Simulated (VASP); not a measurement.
The system is Al2Cu.

```
CELL_PARAMETERS angstrom
4.09559 -0.00403 -0.01572
-0.00403 4.12760 -0.00186
-0.01096 -0.00129 2.81845
ATOMIC_POSITIONS crystal
Al 0.50064 0.00158 0.49683
Al 0.00071 0.49418 0.50426
Cu 0.99865 0.00424 0.99891
```

* Program: VASP 6.6.1
* Task: relaxation of the atoms
* Functional: r2SCAN
* Potentials or basis: VASP PAW PBE potentials, release 64 (Al, Cu)
* Cutoff: 520 eV
* k mesh: 8 × 8 × 12
* Occupations: gaussian, width 0.15 eV
* Spin: no spin polarisation

At the start: pressure 0.1 GPa; volume 15.88 Å³/atom.

**Question.** Where does the relaxation end?

**Answer.** Over 8 steps the energy falls by 2.6 meV/atom at a fixed cell; space group P4/mmm (No. 123, to 0.1 Å) before and after.

The path:
| step | energy change (eV) | largest force (eV/Å) | pressure (GPa) |
| --- | --- | --- | --- |
| 1 | 0.0000 | 0.3665 | 0.06 |
| 2 | -0.0070 | 0.1001 | 0.12 |
| 3 | -0.0075 | 0.0357 | 0.12 |
| 4 | -0.0075 | 0.0363 | 0.13 |
| 5 | -0.0076 | 0.0301 | 0.14 |
| 6 | -0.0078 | 0.0137 | 0.12 |
| 7 | -0.0078 | 0.0174 | 0.13 |
| 8 | -0.0078 | 0.0061 | 0.08 |

Final structure:
```xyz
3
Lattice="4.0956 -0.0040 -0.0157 -0.0040 4.1276 -0.0019 -0.0110 -0.0013 2.8185" Properties=species:S:1:pos:R:3 pbc="T T T"
Al    2.0418   -0.0022    1.4014
Al   -0.0067    2.0628    1.4077
Cu    4.0912    4.1235   -0.0170
```

Caveat: the highest band is partly filled, so the run has too few bands; the PAW data sets were made with another functional, which shifts forces and pressure a little.
